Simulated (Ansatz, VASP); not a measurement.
Sc4Al: VASP beside Ansatz

```
Sc Al
1.0
     2.47249    1.42749    5.26304
    -2.47249    1.42749    5.26304
     0.00000   -2.85498    5.26304
Sc Al
4 1
Direct
  0.68359 0.68359 0.68359
  0.10478 0.10478 0.10478
  0.89522 0.89522 0.89522
  0.31641 0.31641 0.31641
  0.50000 0.50000 0.50000
```

Alike in both runs: functional PBE; k mesh 6 × 6 × 6; occupations gaussian, width 0.1 eV; no spin polarisation.

Ansatz relaxed the structure, and its values are those at the end. VASP's run is a single point on that final structure, the one shown.

```csv
,VASP,Ansatz
version,VASP 6.6.1,Ansatz 0.2.0
potentials or method,"VASP PAW PBE potentials, release 64 (Sc_sv, Al), cutoff 520 eV","scalar-relativistic, plane waves, PAW"
valence electrons in the cell,47,47
```

```tsv
	VASP	Ansatz	Ansatz less VASP
gap on the k mesh at the Fermi level (eV)	none	none	-
pressure (GPa)	0.3	0.2	-0.06
rms of the force components (eV/Å)	0.007	0.005	-0.0011
```

A gap of «none» marks a metal or a gap that the smearing closes. The functional is the same, so the differences come from potentials, cutoffs and numerics.
